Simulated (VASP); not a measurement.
A run of VASP 6.6.1 is set up as follows.

File INCAR:

```
PREC = Accurate
ENCUT = 500
EDIFF = 1E-6
ISMEAR = 0
SIGMA = 0.01
LREAL = False
LASPH = True
NELM = 120
ALGO = Normal
ISIF = 2
LWAVE = False
LCHARG = True
GGA = PE
LELF = True
LVHAR = True
NBANDS = 26
GGA_COMPAT = False
```

KPOINTS

```
Automatic mesh
0
Gamma
  1 1 1
```

File POSCAR:

```
Si
1.0
    5.4310000000      0.0000000000      0.0000000000
    0.0000000000      5.4310000000      0.0000000000
    0.0000000000      0.0000000000      5.4310000000
Si
8
Direct
    0.0101290000      0.0000400000      0.0000890000
   -0.0001970000      0.4900590000      0.5000950000
    0.4999920000     -0.0000060000      0.5148980000
    0.4999630000      0.5000330000      0.0001460000
    0.2500290000      0.2599810000      0.2499260000
    0.2501040000      0.7499290000      0.7398230000
    0.7600220000      0.2500070000      0.7501310000
    0.7499760000      0.7500730000      0.2499460000
```

Potentials or basis: VASP PAW PBE potentials, release 64 (Si).

Command:

```console
$ cat potpaw_PBE.64/Si/POTCAR > POTCAR
$ mpirun -np 1 vasp_gam > vasp.out
```

Problem. What does it give for the pressure?

Solution. 10.8 GPa.

Problem. What does it give for the largest force?

Solution. 1.202 eV/Å.

Problem. Estimate the band gap on the k mesh.

Solution. 0.26 eV.

Forces in eV/Å, atoms in the order of the input:
```
Si   0.176 -0.094 -0.005
Si  -0.321  0.847 -0.604
Si   0.327  0.749 -0.881
Si   0.211  0.354 -0.750
Si   0.486 -0.764  0.402
Si  -0.442 -0.927  0.553
Si  -0.237 -0.320  0.954
Si  -0.202  0.156  0.330
```

Caveat: the k points lie up to 1.16 Å⁻¹ apart; forces of over 1 eV/Å act on the atoms, so gaps and moduli don't describe the material at rest. A k mesh can miss the band edges.
